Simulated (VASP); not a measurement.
# Ag (R-3m) in VASP: notebook

The runs below take Ag through single point, with LDA.

Everything below comes from runs of VASP 6.6.1. Logs are shortened: lines on timing, memory, paths and dates and some standing lists are left out, and cuts for length are marked.

### Step 1. The cell of the first run

The structure is trigonal, space group R-3m (No. 166). The conventional cell has a = 2.886 Å, b = 2.886 Å, c = 21.173 Å, α = 90.00°, β = 90.00°, γ = 120.00°. Within 3.8 Å of Ag (site symmetry 3m) lie 12 Ag at 2.88 to 2.89 Å. Within 3.8 Å of Ag (site symmetry -3m) lie 12 Ag at 2.88 to 2.89 Å.

### Step 2. Single point, LDA

The input, INCAR:

```
SYSTEM = Ag
ALGO     = Fast           ! electronic algorithm
EDIFF    = 1E-7           ! SCF threshold, eV
ENCUT    = 520            ! plane-wave cutoff, eV
GGA      = CA             ! functional
ISIF     = 2              ! what is computed and relaxed
ISMEAR   = -1             ! smearing method
LASPH    = .TRUE.         ! aspherical terms in the spheres
LCHARG   = .FALSE.        ! write CHGCAR
LREAL    = .FALSE.        ! projectors in reciprocal space
LWAVE    = .FALSE.        ! write WAVECAR
NBANDS   = 24             ! bands
NELM     = 60             ! most SCF steps
PREC     = Accurate       ! precision mode
SIGMA    = 0.05           ! smearing width, eV
```

The input, KPOINTS:

```
k-points
0
G
  10 10 10
  0 0 0
```

The input, POSCAR:

```
Ag
1.0
    1.4429765387      0.8331028931      7.0575750582
   -1.4429765387      0.8331028931      7.0575750582
    0.0000000000     -1.6662057860      7.0575750582
Ag
3
Direct
    0.2222810000      0.2222810000      0.2222810000
    0.7777190000      0.7777190000      0.7777190000
    0.0000000000      0.0000000000      0.0000000000
```

Potentials or basis: VASP PAW LDA potentials, release 64 (Ag).

Launch:

```sh
> cat potpaw_LDA.64/Ag/POTCAR > POTCAR
> mpirun -np 1 vasp_std > vasp.out
```

OUTCAR:

```text
SYSTEM = Ag
   EDIFF = 1E-7
   ENCUT = 520
   GGA = CA
   ISIF = 2
   ISMEAR = -1
   LASPH = .TRUE.
   LREAL = .FALSE.
   NELM = 60
   PREC = Accurate

 ion  position               nearest neighbor table
   1  0.222  0.222  0.222-   3 2.88   3 2.88   3 2.88   2 2.88   2 2.88   2 2.88
   2  0.778  0.778  0.778-   3 2.88   3 2.88   3 2.88   1 2.88   1 2.88   1 2.88
   3  0.000  0.000  0.000-   2 2.88   1 2.88   2 2.88   2 2.88   1 2.88   1 2.88

  LATTYP: Found a trigonal (rhomboedric) cell.
 ALAT       =     7.2515934403
 COS(alpha) =     0.9208079399

  Lattice vectors:

 A1 = (   1.4429765387,   0.8331028931,   7.0575750582)
 A2 = (  -1.4429765387,   0.8331028931,   7.0575750582)
 A3 = (   0.0000000000,  -1.6662057860,   7.0575750582)

Analysis of symmetry for initial positions (statically):
=====================================================================
 Subroutine PRICEL returns:
 Original cell was already a primitive cell.

 Routine SETGRP: Setting up the symmetry group for a
 trigonal (rhombohedral) supercell.

 Subroutine GETGRP returns: Found 12 space group operations
 (whereof 12 operations were pure point group operations)
 out of a pool of 12 trial point group operations.

The static configuration has the point symmetry D_3d.

Analysis of symmetry for dynamics (positions and initial velocities):
=====================================================================
 Subroutine PRICEL returns:
 Original cell was already a primitive cell.

 Routine SETGRP: Setting up the symmetry group for a
 trigonal (rhombohedral) supercell.

 Subroutine GETGRP returns: Found 12 space group operations
 (whereof 12 operations were pure point group operations)
 out of a pool of 12 trial point group operations.

The dynamic configuration has the point symmetry D_3d.

 Subroutine INISYM returns: Found 12 space group operations
 (whereof 12 operations are pure point group operations),
 and found     1 'primitive' translations

----------------------------------------------------------------------------------------

                                     Primitive cell

  volume of cell :      50.9055

  direct lattice vectors                    reciprocal lattice vectors
     1.442976539  0.833102893  7.057575058     0.346505980  0.200055321  0.047230576
    -1.442976539  0.833102893  7.057575058    -0.346505980  0.200055321  0.047230576
     0.000000000 -1.666205786  7.057575058     0.000000000 -0.400110642  0.047230576

  length of vectors
     7.251593440  7.251593440  7.251593440     0.402888636  0.402888636  0.402888636

  position of ions in fractional coordinates (direct lattice)
     0.222281000  0.222281000  0.222281000
     0.777719000  0.777719000  0.777719000
     0.000000000  0.000000000  0.000000000

  ion indices of the primitive-cell ions
   primitive index   ion index
                 1           1
                 2           2
                 3           3

----------------------------------------------------------------------------------------

 KPOINTS: k-points

Automatic generation of k-mesh.
 Grid dimensions read from file:
 generate k-points for:   10   10   10

 Generating k-lattice:

  Cartesian coordinates                     Fractional coordinates (reciprocal lattice)
     0.034650598  0.020005532  0.004723058     0.100000000  0.000000000  0.000000000
    -0.034650598  0.020005532  0.004723058     0.000000000  0.100000000  0.000000000
     0.000000000 -0.040011064  0.004723058     0.000000000  0.000000000  0.100000000

  Length of vectors
     0.040288864  0.040288864  0.040288864

  Shift w.r.t. Gamma in fractional coordinates (k-lattice)
     0.000000000  0.000000000  0.000000000

 Subroutine IBZKPT returns following result:
 ===========================================

 Found    116 irreducible k-points:

 Following reciprocal coordinates:
            Coordinates               Weight
  0.000000  0.000000  0.000000      1.000000
  0.100000 -0.000000 -0.000000      6.000000
  0.200000 -0.000000 -0.000000      6.000000
  0.300000 -0.000000 -0.000000      6.000000
  0.400000  0.000000 -0.000000      6.000000
  0.500000  0.000000  0.000000      3.000000
[... 16 lines left out ...]
  0.300000  0.300000 -0.000000      6.000000
  0.400000  0.300000  0.000000     12.000000
 [... further k-points ...]
   k-points           NKPTS =    116   k-points in BZ     NKDIM =    116   number of bands    NBANDS=     24
   number of dos      NEDOS =    301   number of ions     NIONS =      3
   total plane-waves  NPLWV = 157464
   dimension x,y,z NGX =    54 NGY =   54 NGZ =   54
   dimension x,y,z NGXF=   108 NGYF=  108 NGZF=  108
   ions per type =               3
   NGX,Y,Z   is equivalent  to a cutoff of  12.38, 12.38, 12.38 a.u.
   NGXF,Y,Z  is equivalent  to a cutoff of  24.76, 24.76, 24.76 a.u.
 SYSTEM =  Ag
   PREC   = accura    normal or accurate (medium, high low for compatibility)
   ISTART =      0    job   : 0-new  1-cont  2-samecut
   ICHARG =      2    charge: 1-file 2-atom 10-const
   ISPIN  =      1    spin polarized calculation?
   LNONCOLLINEAR =      F non collinear calculations
   LSORBIT =      F    spin-orbit coupling
   LASPH  =      T    aspherical Exc in radial PAW
   ENCUT  =  520.0 eV  38.22 Ry    6.18 a.u.  13.48 13.48 13.48*2*pi/ulx,y,z
   NELM   =     60;   NELMIN=  2; NELMDL= -5     # of ELM steps
   EDIFF  = 0.1E-06   stopping-criterion for ELM
   LREAL  =      F    real-space projection
   EDIFFG = 0.1E-05   stopping-criterion for IOM
   NSW    =      0    number of steps for IOM
   IBRION =     -1    ionic relax: 0-MD 1-quasi-New 2-CG
   NFREE  =      0    steps in history (QN), initial steepest desc. (CG)
   ISIF   =      2    stress and relaxation
   ISYM   =      2    0-nonsym 1-usesym 2-fastsym
   POTIM  = 0.5000    time-step for ionic-motion
   TEBEG  =    0.0;   TEEND  =   0.0 temperature during run
   PSTRESS=    0.0 pullay stress
   NELECT =      33.0000    total number of electrons
   NUPDOWN=      -1.0000    fix difference up-down
   EMIN   =  10.00;   EMAX   =-10.00  energy-range for DOS
   EFERMI =   0.00;   METHOD = LEGACY
   ISMEAR =    -1;   SIGMA  =   0.05  broadening in eV -4-tet -1-fermi 0-gaus
   EFERMI_NEDOS =   21; number of points for ismear=-14 and -15
   IALGO  =     68    algorithm
   IMIX   =      4    mixing-type and parameters
     AMIX     =   0.40;   BMIX     =  1.00
     AMIX_MAG =   1.60;   BMIX_MAG =  1.00
  volume/ion in A,a.u.               =      16.97       114.51
  Fermi-wavevector in a.u.,A,eV,Ry     =   1.416852  2.677463 27.313295  2.007471
  Thomas-Fermi vector in A             =   2.538144
   LORBIT       =      0    0 simple, 1 ext, 2 COOP (PROOUT), +10 PAW based schemes
   GGA     = CA    functional components
   LHFCALC =     F    Hartree Fock is set to
   AEXX    =    0.0000 exact exchange contribution
   IVDW    =     0    specifies the selected vdW correction
   LEPSILON=     F    determine dielectric tensor
   LRPA    =     F    only Hartree local field effects (RPA)
 non-spin polarized calculation
 RMM-DIIS sequential band-by-band and
  energy-cutoff  :      520.00
  volume of cell :       50.91
 maximum number of plane-waves:      1413
 NGX is ok and might be reduce to    54
   NGX = 27   NGY = 27   NGZ = 27

 number of electron      33.0000009 magnetization

 Free energy of the ion-electron system (eV)
  ---------------------------------------------------
  ext. energy  EPLUGINS =         0.00000000
  ---------------------------------------------------
  free energy    TOTEN  =       -11.25319432 eV

  energy without entropy =      -11.24414816  energy(sigma->0) =      -11.24867124

 E-fermi :   8.1473     XC(G=0): -12.6104

 val. band max:        8.1323228403   @ k =  -0.4000   0.1000   0.1000
 cond. band min:       8.1578970206   @ k =  -0.2000  -0.3000   0.1000
 fundamental gap:      0.0255741803
 Fermi energy:         8.1472967687

 k-point     1 :       0.0000    0.0000    0.0000
  band No.  band energies     occupation
      1       0.3510      2.00000
      2       1.9027      2.00000
      3       1.9129      2.00000
      4       3.4148      2.00000
      5       3.4148      2.00000
      6       3.4323      2.00000
[... 16 lines left out ...]
     23      25.3044      0.00000
     24      26.5882      0.00000

 k-point     2 :       0.1000   -0.0000   -0.0000
  band No.  band energies     occupation
      1       0.6299      2.00000
      2       2.0993      2.00000
      3       2.1086      2.00000
      4       3.3011      2.00000
      5       3.3230      2.00000
      6       3.5209      2.00000
[... 16 lines left out ...]
     23      24.7311      0.00000
     24      25.1433      0.00000

 k-point     3 :       0.2000   -0.0000   -0.0000
  band No.  band energies     occupation
      1       1.3630      2.00000
      2       2.4444      2.00000
      3       2.4909      2.00000
      4       2.9238      2.00000
      5       3.1194      2.00000
      6       3.2769      2.00000
[... 16 lines left out ...]
     23      23.2838      0.00000
     24      23.7768      0.00000

 k-point     4 :       0.3000   -0.0000   -0.0000
  band No.  band energies     occupation
      1       1.9668      2.00000
      2       2.3062      2.00000
      3       2.4339      2.00000
      4       2.5979      2.00000
      5       2.8086      2.00000
      6       3.5078      2.00000
[... 16 lines left out ...]
     23      20.8479      0.00000
     24      21.6130      0.00000

 k-point     5 :       0.4000    0.0000   -0.0000
  band No.  band energies     occupation
      1       1.8750      2.00000
      2       2.1160      2.00000
      3       2.2163      2.00000
      4       2.4399      2.00000
      5       2.5369      2.00000
      6       3.4672      2.00000
[... 451 lines left out ...]
 k-point    22 :      -0.2000    0.2000    0.0000
  band No.  band energies     occupation
      1       2.4380      2.00000
      2       2.4445      2.00000
      3       2.5847      2.00000
      4       2.8048      2.00000
      5       3.0244      2.00000
      6       3.2540      2.00000
[... 16 lines left out ...]
     23      18.5696      0.00000
     24      18.9931      0.00000

 k-point    23 :       0.3000    0.3000   -0.0000
  band No.  band energies     occupation
      1       2.0501      2.00000
      2       2.1977      2.00000
      3       2.3985      2.00000
      4       2.7028      2.00000
      5       2.9259      2.00000
      6       3.2378      2.00000
[... 16 lines left out ...]
     23      20.7122      0.00000
     24      22.4196      0.00000

 k-point    24 :       0.4000    0.3000    0.0000
  band No.  band energies     occupation
      1       2.1273      2.00000
      2       2.2177      2.00000
      3       2.4027      2.00000
      4       2.5912      2.00000
      5       2.9673      2.00000
      6       3.2113      2.00000
[... 16 lines left out ...]
     23      20.5128      0.00000
     24      21.3923      0.00000

 [... further k-points ...]
[... 5 lines left out ...]
  --------------------------------------------------------------------------------------
  -------------------------------------------------------------------------------------
  Total       -1.9216260     -1.9216260     -2.1100471      0.0000000     -0.0000000     -0.0000000
  in kB      -60.4804166    -60.4804166    -66.4107024      0.0000000     -0.0000000     -0.0000000
  external PRESSURE =     -62.4571785 kB  Pullay stress =       0.0000000 kB

 VOLUME and BASIS-vectors are now :
 -----------------------------------------------------------------------------
  energy-cutoff  :      520.00
  volume of cell :       50.91
      direct lattice vectors                 reciprocal lattice vectors
     1.442976539  0.833102893  7.057575058     0.346505980  0.200055321  0.047230576
    -1.442976539  0.833102893  7.057575058    -0.346505980  0.200055321  0.047230576
     0.000000000 -1.666205786  7.057575058     0.000000000 -0.400110642  0.047230576

 POSITION                                       TOTAL-FORCE (eV/Angst)
 -----------------------------------------------------------------------------------
      0.00000      0.00000      4.70629         0.000000      0.000000      0.005540
      0.00000      0.00000     16.46643         0.000000     -0.000000     -0.005540
      0.00000      0.00000      0.00000         0.000000      0.000000      0.000000
 -----------------------------------------------------------------------------------
    total drift:                                0.000000     -0.000000      0.000000

  FREE ENERGIE OF THE ION-ELECTRON SYSTEM (eV)
  ---------------------------------------------------
  free  energy   TOTEN  =       -11.2531943240 eV

  energy  without entropy=      -11.2441481648  energy(sigma->0) =      -11.24867124
```

Run time: 6.5 min. Hardware: 1 thread of Intel Xeon 6975P-C (Granite Rapids), shared host; peak memory 0.34 GiB.

Results:

* Free energy: -11.2532 eV
* Pressure: -6.2 GPa
* Largest force: 0.006 eV/Å
* Band gap on the k mesh: zero (an odd number of electrons rules out a gap without spin polarisation)

Forces on the atoms (eV/Å):
```
Ag   0.000  0.000  0.006
Ag   0.000  0.000 -0.006
Ag   0.000  0.000  0.000
```

Levels at points of the mesh, in eV from the Fermi level:
```tsv
k point	band 15	band 16	band 17	band 18	band 19	band 20
(0.00, 0.00, 0.00)	-3.21	-3.21	-3.09	-3.09	8.06	8.08
(0.50, 0.00, 0.00)	-2.73	-0.04	1.23	1.36	5.01	5.17
(0.50, 0.50, 0.00)	-2.69	0.24	0.58	1.60	4.18	6.05
(0.50, 0.50, 0.50)	-3.54	-2.92	-2.92	-0.37	3.68	14.21
```

Caveat: the cell stands under tension.

(Continued in part 2 of 2.)

The gap in the log of VASP goes by the Fermi energy; the results here count the filled bands.